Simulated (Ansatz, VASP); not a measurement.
# InSe in VASP and in Ansatz

The input INCAR:

```
SYSTEM = InSe
PREC = Accurate ; ENCUT = 520
EDIFF = 1E-6 ; ISMEAR = -1
SIGMA = 0.02 ; LREAL = .FALSE.
LASPH = .TRUE. ; NELM = 60
ALGO = Normal ; ISIF = 2
LWAVE = .FALSE. ; LCHARG = .FALSE.
GGA = PE ; NBANDS = 27
```

File KPOINTS:

```
regular mesh
0
G
  7 7 6
  0 0 0
```

Contents of POSCAR:

```
InSe
1.0
    5.8679026766     -2.0550000000      0.0000000000
    5.8679026766      2.0550000000      0.0000000000
   -1.5994156962      0.0000000000      4.3668929705
In Se
2 2
Direct
    0.8840000000      0.8840000000      0.0050000000
    0.1160000000      0.1160000000      0.9950000000
    0.6600000000      0.6600000000      0.6420000000
    0.3400000000      0.3400000000      0.3580000000
```

Input for Ansatz:

```yaml
crystal:
  lattice:
    - [5.8679026766, -2.055, 0.0]
    - [5.8679026766, 2.055, 0.0]
    - [-1.5994156962, 0.0, 4.3668929705]
  atoms:
    - { symbol: In, position: [0.884, 0.884, 0.005] }
    - { symbol: In, position: [0.116, 0.116, 0.995] }
    - { symbol: Se, position: [0.66, 0.66, 0.642] }
    - { symbol: Se, position: [0.34, 0.34, 0.358] }
kpoints:
  mp_grid: { grid: [7, 7, 6] }
  band_path:
    path:
      - [0.0, 0.0, 0.0]
      - [-0.2847749736, 0.2847749736, 0.0]
      - [-0.7152250264, -0.2847749736, 0.0]
      - [-0.5, -0.5, 0.0]
      - [0.0, 0.0, 0.0]
      - [-0.5, -0.5, 0.5]
      - [-0.7454055669, -0.2545944331, 0.5]
      - [-0.2545944331, 0.2545944331, 0.5]
      - [0.0, 0.0, 0.5]
    npoints: 5
scf:
  occupations: { method: fermi_dirac, width: 0.02 }
hamiltonian:
  xc: pbe
  pseudopotentials: { kind: all_electron, lapw: { basis_error: 0.0005 } }
output:
  forces: true
  stress: true
  eigenvalues: true
```

Change from the starting cell: zz strain of +1 %.

Alike in both runs: task single point; functional PBE; k mesh 7 × 7 × 6; occupations fermi-dirac, width 0.02 eV; no spin polarisation.

|  | VASP | Ansatz |
| --- | --- | --- |
| version | VASP 6.6.1 | Ansatz 0.2.0 |
| potentials or method | VASP PAW PBE potentials, release 64 (In_d, Se), cutoff 520 eV | all-electron LAPW, scalar-relativistic |

```tsv
	VASP	Ansatz	Ansatz less VASP
gap on the k mesh at the Fermi level (eV)	0.95	0.96	+0.005
pressure (GPa)	2.4	2.4	-0.05
traceless stress, the component that is largest in VASP (GPa)	2.43	2.43	-0.003
rms of the force components (eV/Å)	0.375	0.376	+0.0003
```

Atom by atom the forces differ by 0.007 eV/Å (rms over components). Ansatz ran all-electron here, and VASP with PAW potentials.
